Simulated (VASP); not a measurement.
A run of VASP 6.6.1:

The input INCAR:

```
SYSTEM = Ni
ALGO = Fast
EDIFF = 1E-6
ENCUT = 520
GGA = PE
ISIF = 2
ISMEAR = 0
ISPIN = 2
LASPH = .TRUE.
LCHARG = .FALSE.
LMAXMIX = 4
LORBIT = 11
LREAL = .FALSE.
LWAVE = .FALSE.
MAGMOM = 0.75
NBANDS = 15
NELM = 150
PREC = Accurate
SIGMA = 0.1
```

Contents of KPOINTS:

```
k-points
0
G
  20 20 20
  0 0 0
```

Contents of POSCAR:

```
Ni
1.0
    0.0000000000      1.7047931525      1.7047931525
    1.7047931525      0.0000000000      1.7047931525
    1.7047931525      1.7047931525      0.0000000000
Ni
1
Direct
    0.0000000000      0.0000000000      0.0000000000
```

Potentials or basis: VASP PAW PBE potentials, release 64 (Ni).

Command:

```sh
$ cat potpaw_PBE.64/Ni/POTCAR > POTCAR
$ mpirun -np 1 vasp_std > vasp.out
```

Hardware: 1 thread of Intel Xeon 8259CL, on a shared host.

Question: How long does it take, and how much memory?

Answer: Run time: 94 s on 1 thread of Intel Xeon 8259CL, with other jobs on the host, peak memory 0.17 GiB. Counts: scf iterations 13, k points 256.
